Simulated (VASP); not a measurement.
# Te2Mo in VASP: single point with revPBE+D3(BJ)

Aim: the single point of Te2Mo with revPBE+D3(BJ).

All numbers are computed with VASP 6.6.1; they aren't measurements. Logs are shortened: lines on timing, memory, paths and dates and some standing lists are left out, and cuts for length are marked.

**1. The cell of the first run**

The cell holds a slab with vacuum, 12 atoms: a = 3.467 Å, b = 3.467 Å, c = 36.146 Å, α = 90.00°, β = 90.00°, γ = 120.00°.

**2. Single point, revPBE+D3(BJ)**

Input file INCAR:

```
SYSTEM = Te2Mo
PREC = Accurate
ENCUT = 520
EDIFF = 1E-6
ISMEAR = -1
SIGMA = 0.05
LREAL = .False.
LASPH = .True.
NELM = 60
ALGO = Normal
ISIF = 2
LWAVE = .False.
LCHARG = .False.
GGA = RE
IVDW = 12
NBANDS = 64
```

Input file KPOINTS:

```
Automatic mesh
0
Gamma
  9 9 1
  0 0 0
```

Input file POSCAR:

```
Te2Mo
1.0
    3.4672409340      0.0000000000      0.0000000000
   -1.7336204670      3.0027187299      0.0000000000
    0.0000000000      0.0000000000     36.1456165342
Te Mo
8 4
Direct
    0.3333333333      0.6666666667      0.3283239662
    0.3333333333      0.6666666667      0.9578320973
    0.6666666667      0.3333333333      0.1429895831
    0.6666666667      0.3333333333      0.7727260977
    0.6666666667      0.3333333333      0.0421679027
    0.6666666667      0.3333333333      0.6716760338
    0.3333333333      0.6666666667      0.2272739023
    0.3333333333      0.6666666667      0.8570104169
    0.6666666667      0.3333333333      0.2777927780
    0.6666666667      0.3333333333      0.9074188398
    0.3333333333      0.6666666667      0.0925811602
    0.3333333333      0.6666666667      0.7222072220
```

Potentials or basis: VASP PAW PBE potentials, release 64 (Te, Mo_sv).

The run is started by

```
$ cat potpaw_PBE.64/Te/POTCAR potpaw_PBE.64/Mo_sv/POTCAR > POTCAR
$ mpirun -np 1 vasp_std > vasp.out
```

OUTCAR:

```text
SYSTEM = Te2Mo
   PREC = Accurate
   ENCUT = 520
   EDIFF = 1E-6
   ISMEAR = -1
   LREAL = .False.
   LASPH = .True.
   NELM = 60
   ISIF = 2
   GGA = RE
   IVDW = 12
 IVDW          = 12

 ion  position               nearest neighbor table
   1  0.333  0.667  0.328-   9 2.71   9 2.71   9 2.71   7 3.65
   2  0.333  0.667  0.958-  10 2.71  10 2.71  10 2.71   8 3.64   5 3.65   5 3.65   5 3.65
   3  0.667  0.333  0.143-  11 2.71  11 2.71  11 2.71   5 3.64   7 3.65   7 3.65   7 3.65
   4  0.667  0.333  0.773-  12 2.71  12 2.71  12 2.71   8 3.65   8 3.65   8 3.65   6 3.65
   5  0.667  0.333  0.042-  11 2.71  11 2.71  11 2.71   3 3.64   2 3.65   2 3.65   2 3.65
   6  0.667  0.333  0.672-  12 2.71  12 2.71  12 2.71   4 3.65
   7  0.333  0.667  0.227-   9 2.71   9 2.71   9 2.71   3 3.65   3 3.65   3 3.65   1 3.65
   8  0.333  0.667  0.857-  10 2.71  10 2.71  10 2.71   2 3.64   4 3.65   4 3.65   4 3.65
   9  0.667  0.333  0.278-   7 2.71   7 2.71   7 2.71   1 2.71   1 2.71   1 2.71
  10  0.667  0.333  0.907-   8 2.71   8 2.71   8 2.71   2 2.71   2 2.71   2 2.71
  11  0.333  0.667  0.093-   3 2.71   3 2.71   3 2.71   5 2.71   5 2.71   5 2.71
  12  0.333  0.667  0.722-   4 2.71   4 2.71   4 2.71   6 2.71   6 2.71   6 2.71

  LATTYP: Found a hexagonal cell.
 ALAT       =     3.4672409340
 C/A-ratio  =    10.4248932284

  Lattice vectors:

 A1 = (   3.4672409340,   0.0000000000,   0.0000000000)
 A2 = (  -1.7336204670,   3.0027187299,   0.0000000000)
 A3 = (   0.0000000000,   0.0000000000,  36.1456165342)

Analysis of symmetry for initial positions (statically):
=====================================================================
 Subroutine PRICEL returns:
 Original cell was already a primitive cell.

 Routine SETGRP: Setting up the symmetry group for a
 hexagonal supercell.

 Subroutine GETGRP returns: Found 12 space group operations
 (whereof 12 operations were pure point group operations)
 out of a pool of 24 trial point group operations.

The static configuration has the point symmetry D_3d.

Analysis of symmetry for dynamics (positions and initial velocities):
=====================================================================
 Subroutine PRICEL returns:
 Original cell was already a primitive cell.

 Routine SETGRP: Setting up the symmetry group for a
 hexagonal supercell.

 Subroutine GETGRP returns: Found 12 space group operations
 (whereof 12 operations were pure point group operations)
 out of a pool of 24 trial point group operations.

The dynamic configuration has the point symmetry D_3d.

 Subroutine INISYM returns: Found 12 space group operations
 (whereof 12 operations are pure point group operations),
 and found     1 'primitive' translations

----------------------------------------------------------------------------------------

                                     Primitive cell

  volume of cell :     376.3174

  direct lattice vectors                    reciprocal lattice vectors
     3.467240934  0.000000000  0.000000000     0.288413762  0.166515763  0.000000000
    -1.733620467  3.002718730  0.000000000     0.000000000  0.333031526  0.000000000
     0.000000000  0.000000000 36.145616534     0.000000000  0.000000000  0.027665872

  length of vectors
     3.467240934  3.467240934 36.145616534     0.333031526  0.333031526  0.027665872

  position of ions in fractional coordinates (direct lattice)
     0.333333333  0.666666667  0.328323966
     0.333333333  0.666666667  0.957832097
     0.666666667  0.333333333  0.142989583
     0.666666667  0.333333333  0.772726098
     0.666666667  0.333333333  0.042167903
     0.666666667  0.333333333  0.671676034
     0.333333333  0.666666667  0.227273902
     0.333333333  0.666666667  0.857010417
     0.666666667  0.333333333  0.277792778
     0.666666667  0.333333333  0.907418840
     0.333333333  0.666666667  0.092581160
     0.333333333  0.666666667  0.722207222

  ion indices of the primitive-cell ions
   primitive index   ion index
                 1           1
                 2           2
                 3           3
                 4           4
                 5           5
                 6           6
                 7           7
                 8           8
                 9           9
                10          10
                11          11
                12          12

----------------------------------------------------------------------------------------

 KPOINTS: Automatic mesh

Automatic generation of k-mesh.
 Grid dimensions read from file:
 generate k-points for:    9    9    1

 Generating k-lattice:

  Cartesian coordinates                     Fractional coordinates (reciprocal lattice)
     0.032045974  0.018501751  0.000000000     0.111111111  0.000000000  0.000000000
     0.000000000  0.037003503  0.000000000     0.000000000  0.111111111  0.000000000
     0.000000000  0.000000000  0.027665872     0.000000000  0.000000000  1.000000000

  Length of vectors
     0.037003503  0.037003503  0.027665872

  Shift w.r.t. Gamma in fractional coordinates (k-lattice)
     0.000000000  0.000000000  0.000000000

 Subroutine IBZKPT returns following result:
 ===========================================

 Found     12 irreducible k-points:

 Following reciprocal coordinates:
            Coordinates               Weight
  0.000000  0.000000  0.000000      1.000000
  0.111111  0.000000  0.000000      6.000000
  0.222222 -0.000000  0.000000      6.000000
  0.333333  0.000000  0.000000      6.000000
  0.444444 -0.000000  0.000000      6.000000
  0.111111  0.111111  0.000000      6.000000
  0.222222  0.111111  0.000000     12.000000
  0.333333  0.111111  0.000000     12.000000
  0.444444  0.111111  0.000000      6.000000
  0.222222  0.222222  0.000000      6.000000
  0.333333  0.222222  0.000000     12.000000
  0.333333  0.333333  0.000000      2.000000
   k-points           NKPTS =     12   k-points in BZ     NKDIM =     12   number of bands    NBANDS=     64
   number of dos      NEDOS =    301   number of ions     NIONS =     12
   total plane-waves  NPLWV = 211680
   dimension x,y,z NGX =    28 NGY =   28 NGZ =  270
   dimension x,y,z NGXF=    56 NGYF=   56 NGZF=  540
   ions per type =               8   4
   NGX,Y,Z   is equivalent  to a cutoff of  13.43, 13.43, 12.42 a.u.
   NGXF,Y,Z  is equivalent  to a cutoff of  26.85, 26.85, 24.84 a.u.
 SYSTEM =  Te2Mo
   PREC   = accura    normal or accurate (medium, high low for compatibility)
   ISTART =      0    job   : 0-new  1-cont  2-samecut
   ICHARG =      2    charge: 1-file 2-atom 10-const
   ISPIN  =      1    spin polarized calculation?
   LNONCOLLINEAR =      F non collinear calculations
   LSORBIT =      F    spin-orbit coupling
   LASPH  =      T    aspherical Exc in radial PAW
   ENCUT  =  520.0 eV  38.22 Ry    6.18 a.u.   6.45  6.45 67.21*2*pi/ulx,y,z
   NELM   =     60;   NELMIN=  2; NELMDL= -5     # of ELM steps
   EDIFF  = 0.1E-05   stopping-criterion for ELM
   LREAL  =      F    real-space projection
   EDIFFG = 0.1E-04   stopping-criterion for IOM
   NSW    =      0    number of steps for IOM
   IBRION =     -1    ionic relax: 0-MD 1-quasi-New 2-CG
   NFREE  =      0    steps in history (QN), initial steepest desc. (CG)
   ISIF   =      2    stress and relaxation
   ISYM   =      2    0-nonsym 1-usesym 2-fastsym
   POTIM  = 0.5000    time-step for ionic-motion
   TEBEG  =    0.0;   TEEND  =   0.0 temperature during run
   PSTRESS=    0.0 pullay stress
   NELECT =     104.0000    total number of electrons
   NUPDOWN=      -1.0000    fix difference up-down
   EMIN   =  10.00;   EMAX   =-10.00  energy-range for DOS
   EFERMI =   0.00;   METHOD = LEGACY
   ISMEAR =    -1;   SIGMA  =   0.05  broadening in eV -4-tet -1-fermi 0-gaus
   EFERMI_NEDOS =   21; number of points for ismear=-14 and -15
   IALGO  =     38    algorithm
   IMIX   =      4    mixing-type and parameters
     AMIX     =   0.40;   BMIX     =  1.00
     AMIX_MAG =   1.60;   BMIX_MAG =  1.00
  volume/ion in A,a.u.               =      31.36       211.63
  Fermi-wavevector in a.u.,A,eV,Ry     =   1.066353  2.015116 15.471316  1.137110
  Thomas-Fermi vector in A             =   2.201935
   LORBIT       =      0    0 simple, 1 ext, 2 COOP (PROOUT), +10 PAW based schemes
   GGA     = RE    functional components
   LHFCALC =     F    Hartree Fock is set to
   AEXX    =    0.0000 exact exchange contribution
   IVDW    =    12    specifies the selected vdW correction
   LEPSILON=     F    determine dielectric tensor
   LRPA    =     F    only Hartree local field effects (RPA)
 non-spin polarized calculation
  energy-cutoff  :      520.00
  volume of cell :      376.32
 maximum number of plane-waves:     10209
 NGX is ok and might be reduce to    28
   NGX = 13   NGY = 13   NGZ =135

 number of electron     104.0000005 magnetization

 Free energy of the ion-electron system (eV)
  ---------------------------------------------------
  ext. energy  EPLUGINS =         0.00000000
  ---------------------------------------------------
  free energy    TOTEN  =       -67.05589173 eV

  energy without entropy =      -67.05560132  energy(sigma->0) =      -67.05574653

 E-fermi :   6.0770     XC(G=0):  -8.3703

 val. band max:        5.7700114906   @ k =   0.0000   0.0000   0.0000
 cond. band min:       6.3882989506   @ k =   0.2222   0.2222   0.0000
 fundamental gap:      0.6182874600
 Fermi energy:         6.0770121502

 k-point     1 :       0.0000    0.0000    0.0000
  band No.  band energies     occupation
      1     -55.1557      2.00000
      2     -55.1557      2.00000
      3     -55.1551      2.00000
      4     -55.1551      2.00000
      5     -29.3502      2.00000
      6     -29.3502      2.00000
[... 56 lines left out ...]
     63       9.0201      0.00000
     64       9.0201      0.00000

 k-point     2 :       0.1111    0.0000    0.0000
  band No.  band energies     occupation
      1     -55.1544      2.00000
      2     -55.1543      2.00000
      3     -55.1537      2.00000
      4     -55.1537      2.00000
      5     -29.3462      2.00000
      6     -29.3462      2.00000
[... 56 lines left out ...]
     63       8.5495      0.00000
     64       8.7973      0.00000

 k-point     3 :       0.2222   -0.0000    0.0000
  band No.  band energies     occupation
      1     -55.1508      2.00000
      2     -55.1508      2.00000
      3     -55.1502      2.00000
      4     -55.1502      2.00000
      5     -29.3363      2.00000
      6     -29.3363      2.00000
[... 592 lines left out ...]
     63       7.8598      0.00000
     64       8.0111      0.00000

 k-point    12 :       0.3333    0.3333    0.0000
  band No.  band energies     occupation
      1     -55.1423      2.00000
      2     -55.1423      2.00000
      3     -55.1416      2.00000
      4     -55.1416      2.00000
      5     -29.3125      2.00000
      6     -29.3125      2.00000
[... 56 lines left out ...]
     63       8.1060      0.00000
     64       8.1060      0.00000

------------------------ aborting loop because EDIFF is reached ----------------------------------------

 Edisp (eV)  -12.11601

 E8    (eV) :    -8.7397

  FORCE on cell =-STRESS in cart. coord.  units (eV):
  Direction    XX          YY          ZZ          XY          YZ          ZX
  --------------------------------------------------------------------------------------
  -------------------------------------------------------------------------------------
  Total      -0.11291    -0.11291    -0.00590     0.00000     0.00000     0.00000
  in kB      -0.48072    -0.48072    -0.02512     0.00000     0.00000     0.00000
  external pressure =       -0.33 kB  Pullay stress =        0.00 kB

 VOLUME and BASIS-vectors are now :
 -----------------------------------------------------------------------------
  energy-cutoff  :      520.00
  volume of cell :      376.32
      direct lattice vectors                 reciprocal lattice vectors
     3.467240934  0.000000000  0.000000000     0.288413762  0.166515763  0.000000000
    -1.733620467  3.002718730  0.000000000     0.000000000  0.333031526  0.000000000
     0.000000000  0.000000000 36.145616534     0.000000000  0.000000000  0.027665872

 POSITION                                       TOTAL-FORCE (eV/Angst)
 -----------------------------------------------------------------------------------
     -0.00000      2.00181     11.86747        -0.000000      0.000000      0.009283
     -0.00000      2.00181     34.62143        -0.000000      0.000000      0.011222
      1.73362      1.00091      5.16845         0.000000      0.000000      0.009905
      1.73362      1.00091     27.93066        -0.000000      0.000000      0.008098
      1.73362      1.00091      1.52418         0.000000      0.000000     -0.011222
      1.73362      1.00091     24.27814         0.000000     -0.000000     -0.009283
     -0.00000      2.00181      8.21496         0.000000     -0.000000     -0.008098
     -0.00000      2.00181     30.97717        -0.000000     -0.000000     -0.009905
      1.73362      1.00091     10.04099        -0.000000      0.000000      0.001600
      1.73362      1.00091     32.79921         0.000000     -0.000000     -0.000101
     -0.00000      2.00181      3.34640        -0.000000      0.000000      0.000101
     -0.00000      2.00181     26.10463        -0.000000     -0.000000     -0.001600
 -----------------------------------------------------------------------------------
    total drift:                                0.000000     -0.000000      0.000000

  FREE ENERGIE OF THE ION-ELECTRON SYSTEM (eV)
  ---------------------------------------------------
  free  energy   TOTEN  =       -79.1718977522 eV

  energy  without entropy=      -79.1716073364  energy(sigma->0) =      -79.17175254
```

Wall time 9 min (1 thread of Intel Xeon Platinum 8488C (Sapphire Rapids), shared host); peak memory 0.6 GiB.

What came out:

```yaml
Free_energy: -79.1719 eV
Largest_force: 0.011 eV/Å
Band_gap_on_the_k_mesh: 0.62 eV (least direct gap 1.04 eV)
Dispersion_energy_per_atom: -1.010 eV
```

Forces on the atoms (eV/Å):
```
Te   0.000  0.000  0.009
Te   0.000  0.000  0.011
Te   0.000  0.000  0.010
Te   0.000  0.000  0.008
Te   0.000  0.000 -0.011
Te   0.000  0.000 -0.009
Te   0.000  0.000 -0.008
Te   0.000  0.000 -0.010
Mo   0.000  0.000  0.002
Mo   0.000  0.000  0.000
Mo   0.000  0.000  0.000
Mo   0.000  0.000 -0.002
```

Caveat: the dispersion term is far too large for a dense solid, which distorts pressure and volume; there is no dipole correction, which matters where the two faces differ; the PAW data sets were made with another functional, which shifts forces and pressure a little; spin-orbit coupling is left out, which moves the levels of the heavy elements.
